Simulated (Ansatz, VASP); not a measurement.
ScAl2 in VASP and in Ansatz

```
Sc Al
1.0
     0.00000    3.77765    3.77765
     3.77765    0.00000    3.77765
     3.77765    3.77765    0.00000
Sc Al
2 4
Direct
  0.50000 0.50000 0.50000
  0.75000 0.75000 0.75000
  0.12500 0.12500 0.12500
  0.62500 0.12500 0.12500
  0.12500 0.62500 0.12500
  0.12500 0.12500 0.62500
```

Alike in both runs: task relaxation of cell and atoms; functional r2SCAN; k mesh 2 × 2 × 2; occupations gaussian, width 0.1 eV; no spin polarisation.

```csv
,VASP,Ansatz
version,VASP 6.6.1,Ansatz 0.2.0
potentials or method,"VASP PAW PBE potentials, release 64 (Sc_sv, Al), cutoff 600 eV","scalar-relativistic, plane waves, PAW"
valence electrons in the cell,34,34
```

```tsv
	VASP	Ansatz	Ansatz less VASP
gap on the k mesh at the Fermi level, each at its own relaxed structure (eV)	none	none	-
relaxed volume (Å³/atom)	18.20	18.20	-0.001
relaxed cell length with the largest relative difference (Å)	5.365	5.365	-0.0001
```

VASP's potentials were made for PBE, not for r2SCAN. A gap of «none» marks a metal or a gap that the smearing closes.

The k mesh is coarse, so the values compare programs but aren't converged.
